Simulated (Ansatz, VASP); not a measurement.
## Na6Bi: VASP beside Ansatz

Contents of INCAR:

```
SYSTEM = Na6Bi
PREC = Accurate ; ENCUT = 520
EDIFF = 1E-6 ; ISMEAR = 0
SIGMA = 0.1 ; LREAL = .False.
LASPH = .True. ; NELM = 60
ALGO = Normal ; ISIF = 2
LWAVE = .False. ; LCHARG = .False.
GGA = PE ; NBANDS = 38
```

The input KPOINTS:

```
Automatic mesh
0
Gamma
  6 6 1
  0 0 0
```

The input POSCAR:

```
Na6Bi
1.0
    3.8403028600      0.0000000000      0.0000000000
   -1.9201514300      3.3257998400      0.0000000000
    0.0000000000      0.0000000000     20.5097359000
Na Bi
6 1
Direct
    0.3333333300      0.6666666700      0.6338573300
    0.6666666700      0.3333333300      0.7803144000
    0.3333333300      0.6666666700      0.9267714700
    0.6666666700      0.3333333300      0.0732285300
    0.3333333300      0.6666666700      0.2196856000
    0.6666666700      0.3333333300      0.3661426700
    0.0000000000      0.0000000000      0.5000000000
```

Input for Ansatz:

```yaml
crystal:
  lattice:
    - [3.84030286, 0.0, 0.0]
    - [-1.92015143, 3.32579984, 0.0]
    - [0.0, 0.0, 20.5097359]
  atoms:
    - { symbol: Na, position: [0.33333333, 0.66666667, 0.63385733] }
    - { symbol: Na, position: [0.66666667, 0.33333333, 0.7803144] }
    - { symbol: Na, position: [0.33333333, 0.66666667, 0.92677147] }
    - { symbol: Na, position: [0.66666667, 0.33333333, 0.07322853] }
    - { symbol: Na, position: [0.33333333, 0.66666667, 0.2196856] }
    - { symbol: Na, position: [0.66666667, 0.33333333, 0.36614267] }
    - { symbol: Bi, position: [0.0, 0.0, 0.5] }
basis:
  ecutwfc: 420
kpoints:
  mp_grid: { grid: [6, 6, 1] }
hamiltonian:
  xc: pbe
scf:
  occupations: { method: gaussian, width: 0.1 }
  lower_state_search: "off"
output:
  forces: true
  stress: true
  eigenvalues: true
```

Alike in both runs: task single point; functional PBE; k mesh 6 × 6 × 1; occupations gaussian, width 0.1 eV; no spin polarisation.

|  | VASP | Ansatz |
| --- | --- | --- |
| version | VASP 6.6.1 | Ansatz 0.2.0 |
| potentials or method | VASP PAW PBE potentials, release 64 (Na_pv, Bi_d), cutoff 520 eV | scalar-relativistic, plane waves, PAW |
| valence electrons in the cell | 57 | 69 |

```tsv
	VASP	Ansatz	Ansatz less VASP
gap on the k mesh at the Fermi level (eV)	none	none	-
pressure (GPa)	-1.0	-1.0	+0.01
traceless stress, the component that is largest in VASP (GPa)	0.41	0.41	+0.001
rms of the force components (eV/Å)	0.111	0.111	+0.0004
```

Atom by atom the forces differ by 0.001 eV/Å (rms over components). A gap of «none» marks a metal or a gap that the smearing closes. VASP's potentials hold 57 valence electrons a cell and Ansatz's 69, so a difference there can come from the potentials and not from the codes.

Neither program's run includes spin-orbit coupling.
